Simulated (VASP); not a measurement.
# Re (P6_3/mmc) in VASP: notebook, part 2 of 2

VASP 6.6.1. Earlier steps stand in the parts before.

## (3) Single point, r2SCAN

POSCAR reads:

```
Re
1.0
    2.7608066304      0.0000000000      0.0000000000
   -1.3804033152      2.3909286768      0.0000000000
    0.0000000000      0.0000000000      4.4570305604
Re
2
Direct
    0.3333333333      0.6666666667      0.2500000000
    0.6666666667      0.3333333333      0.7500000000
```

INCAR.step1 reads:

```
PREC = Accurate
ENCUT = 520
ISMEAR = -1
SIGMA = 0.15
LREAL = False
LASPH = True
NELM = 100
NBANDS = 14
GGA = PE
ALGO = Normal
EDIFF = 1E-4
LWAVE = True
LCHARG = False
```

INCAR.step2 reads:

```
PREC = Accurate
ENCUT = 520
EDIFF = 1E-6
ISMEAR = -1
SIGMA = 0.15
LREAL = False
LASPH = True
NELM = 100
ALGO = Normal
ISIF = 2
LWAVE = False
LCHARG = False
METAGGA = R2SCAN
LMIXTAU = True
NBANDS = 14
ISTART = 1
```

KPOINTS reads:

```
regular mesh
0
Gamma
  18 18 10
```

Potentials or basis: VASP PAW PBE potentials, release 64 (Re).

Command:

```
cat potpaw_PBE.64/Re/POTCAR > POTCAR
cp INCAR.step1 INCAR
mpirun -np 1 vasp_std > vasp.out
cp INCAR.step2 INCAR
mpirun -np 1 vasp_std > vasp.out
```

OUTCAR:

```text
PREC = Accurate
   ENCUT = 520
   EDIFF = 1E-6
   ISMEAR = -1
   LREAL = False
   LASPH = True
   NELM = 100
   ISIF = 2
   METAGGA = R2SCAN
   ISTART = 1

 ion  position               nearest neighbor table
   1  0.333  0.667  0.250-   2 2.74   2 2.74   2 2.74   2 2.74   2 2.74   2 2.74
   2  0.667  0.333  0.750-   1 2.74   1 2.74   1 2.74   1 2.74   1 2.74   1 2.74

  LATTYP: Found a hexagonal cell.
 ALAT       =     2.7608066304
 C/A-ratio  =     1.6143943264

  Lattice vectors:

 A1 = (   2.7608066304,   0.0000000000,   0.0000000000)
 A2 = (  -1.3804033152,   2.3909286768,   0.0000000000)
 A3 = (   0.0000000000,   0.0000000000,   4.4570305604)

Analysis of symmetry for initial positions (statically):
=====================================================================
 Subroutine PRICEL returns:
 Original cell was already a primitive cell.

 Routine SETGRP: Setting up the symmetry group for a
 hexagonal supercell.

 Subroutine GETGRP returns: Found 24 space group operations
 (whereof 12 operations were pure point group operations)
 out of a pool of 24 trial point group operations.

The static configuration has the point symmetry D_3d.
 The point group associated with its full space group is D_6h.

Analysis of symmetry for dynamics (positions and initial velocities):
=====================================================================
 Subroutine PRICEL returns:
 Original cell was already a primitive cell.

 Routine SETGRP: Setting up the symmetry group for a
 hexagonal supercell.

 Subroutine GETGRP returns: Found 24 space group operations
 (whereof 12 operations were pure point group operations)
 out of a pool of 24 trial point group operations.

The dynamic configuration has the point symmetry D_3d.
 The point group associated with its full space group is D_6h.

 Subroutine INISYM returns: Found 24 space group operations
 (whereof 12 operations are pure point group operations),
[... 123 lines left out ...]
   AEXX    =    0.0000 exact exchange contribution
   IVDW    =     0    specifies the selected vdW correction
   LEPSILON=     F    determine dielectric tensor
   LRPA    =     F    only Hartree local field effects (RPA)
 non-spin polarized calculation
  energy-cutoff  :      520.00
  volume of cell :       29.42
 maximum number of plane-waves:       814
 NGX is ok and might be reduce to    24
   NGX = 11   NGY = 11   NGZ = 17

 number of electron      14.0000000 magnetization

 Free energy of the ion-electron system (eV)
  ---------------------------------------------------
  ext. energy  EPLUGINS =         0.00000000
  ---------------------------------------------------
  free energy    TOTEN  =      -104.95871954 eV

  energy without entropy =     -104.83980936  energy(sigma->0) =     -104.89926445

 E-fermi :   7.6999     XC(G=0): -14.9905

 val. band max:        7.6998592571   @ k =   0.2222   0.1111   0.5000
 cond. band min:       7.7057976637   @ k =   0.5000   0.0000   0.4000
 fundamental gap:      0.0059384065
 Fermi energy:         7.6999459818

 k-point     1 :       0.0000    0.0000    0.0000
  band No.  band energies     occupation
      1      -2.6582      2.00000
      2       0.7570      2.00000
      3       6.0544      1.99997
      4       6.0641      1.99996
      5       6.0641      1.99996
      6       6.9293      1.98832
      7       6.9293      1.98832
      8       7.9065      0.40288
      9       7.9065      0.40288
     10       8.2423      0.05238
     11      11.2117      0.00000
     12      11.2117      0.00000
     13      18.2532      0.00000
     14      22.5069      0.00000
[... 377 lines left out ...]
      1       1.8395      2.00000
      2       1.9805      2.00000
      3       2.3282      2.00000
      4       5.2378      2.00000
      5       5.5338      2.00000
      6       6.2429      1.99988
      7       7.0270      1.97772
      8      11.0177      0.00000
      9      11.6423      0.00000
     10      11.9509      0.00000
     11      13.5393      0.00000
     12      16.4758      0.00000
     13      18.4279      0.00000
     14      19.5405      0.00000

 [... further k-points ...]

------------------------ aborting loop because EDIFF is reached ----------------------------------------

  FORCE on cell =-STRESS in cart. coord.  units (eV):
  Direction    XX          YY          ZZ          XY          YZ          ZX
  --------------------------------------------------------------------------------------
  -------------------------------------------------------------------------------------
  Total        0.0183942      0.0183942      0.0002175     -0.0000000      0.0000000     -0.0000000
  in kB        1.0017153      1.0017153      0.0118452     -0.0000000      0.0000000     -0.0000000
  external PRESSURE =       0.6717586 kB  Pullay stress =       0.0000000 kB

 VOLUME and BASIS-vectors are now :
 -----------------------------------------------------------------------------
  energy-cutoff  :      520.00
  volume of cell :       29.42
      direct lattice vectors                 reciprocal lattice vectors
     2.760806630  0.000000000  0.000000000     0.362212981  0.209123762  0.000000000
    -1.380403315  2.390928677  0.000000000     0.000000000  0.418247524  0.000000000
     0.000000000  0.000000000  4.457030560     0.000000000  0.000000000  0.224364627

 POSITION                                       TOTAL-FORCE (eV/Angst)
 -----------------------------------------------------------------------------------
     -0.00000      1.59395      1.11426        -0.000000     -0.000000      0.000000
      1.38040      0.79698      3.34277         0.000000      0.000000      0.000000
 -----------------------------------------------------------------------------------
    total drift:                               -0.000000      0.000000     -0.000000

  FREE ENERGIE OF THE ION-ELECTRON SYSTEM (eV)
  ---------------------------------------------------
  free  energy   TOTEN  =      -104.9587195427 eV

  energy  without entropy=     -104.8398093579  energy(sigma->0) =     -104.89926445
```

OSZICAR.step1:

```text
N       E                     dE             d eps       ncg     rms          rms(c)
DAV:   1     0.202717128935E+02    0.20272E+02   -0.68032E+03 12400   0.124E+03
DAV:   2    -0.252196325917E+02   -0.45491E+02   -0.40004E+02 10114   0.281E+02
DAV:   3    -0.262857625203E+02   -0.10661E+01   -0.10351E+01  9800   0.449E+01
DAV:   4    -0.262961678210E+02   -0.10405E-01   -0.10395E-01  9372   0.302E+00
DAV:   5    -0.262963809560E+02   -0.21313E-03   -0.21311E-03  9828   0.777E-01    0.427E+01
DAV:   6    -0.252678308818E+02    0.10286E+01   -0.78011E-01 10780   0.248E+01    0.175E+01
DAV:   7    -0.249175033166E+02    0.35033E+00   -0.54730E-01 10846   0.201E+01    0.622E-01
DAV:   8    -0.249052026886E+02    0.12301E-01   -0.80406E-03 10794   0.943E-01    0.194E-01
DAV:   9    -0.249043437032E+02    0.85899E-03   -0.14761E-04  7092   0.258E-01    0.900E-02
DAV:  10    -0.249043830488E+02   -0.39346E-04   -0.25401E-04  6072   0.302E-01
   1 F= -.24904383E+02 E0= -.24841865E+02  d E =-.125036E+00
```

Run time: 4.9 min. Hardware: 1 thread of Intel Xeon Platinum 8259CL at 2.50GHz (Skylake/Cascade Lake), shared host; peak memory 0.22 GiB.

What came out:

- Free energy: -104.9587 eV
- Pressure: 0.1 GPa
- Band gap on the k mesh: zero (band 7 reaches 9.13 eV, above the bottom of band 8 at 5.93 eV)

Caveat: the PAW data sets were made with another functional, which shifts forces and pressure a little; spin-orbit coupling is left out, which moves the levels of the heavy elements.
